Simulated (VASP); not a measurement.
Input of a VASP 6.6.1 run:

The input INCAR:

```
PREC = Accurate
ENCUT = 520
EDIFF = 1E-6
ISMEAR = -1
SIGMA = 0.02
LREAL = False
LASPH = True
NELM = 60
ALGO = Fast
ISIF = 2
LWAVE = False
LCHARG = False
GGA = PE
NBANDS = 19
```

Contents of KPOINTS:

```
Automatic mesh
0
Gamma
  5 5 3
```

Contents of POSCAR:

```
Ti
1.0
    2.9500000000      0.0000000000      0.0000000000
   -1.4750000000      2.5547749412      0.0000000000
    0.0000000000      0.0000000000      4.6800000000
Ti
2
Direct
    0.6666666667      0.3333333333      0.7500000000
    0.3333333333      0.6666666667      0.2500000000
```

Potentials or basis: VASP PAW PBE potentials, release 64 (Ti_sv).

Launch:

```sh
$ cat potpaw_PBE.64/Ti_sv/POTCAR > POTCAR
$ mpirun -np 1 vasp_std > vasp.out
```

(1) Predict the pressure.

(2) Estimate the band gap on the k mesh.

Answers

(1) -2.1 GPa.

(2) zero (band 12 reaches 8.95 eV, above the bottom of band 13 at 8.08 eV).

Caveat: the k points lie up to 0.49 Å⁻¹ apart.
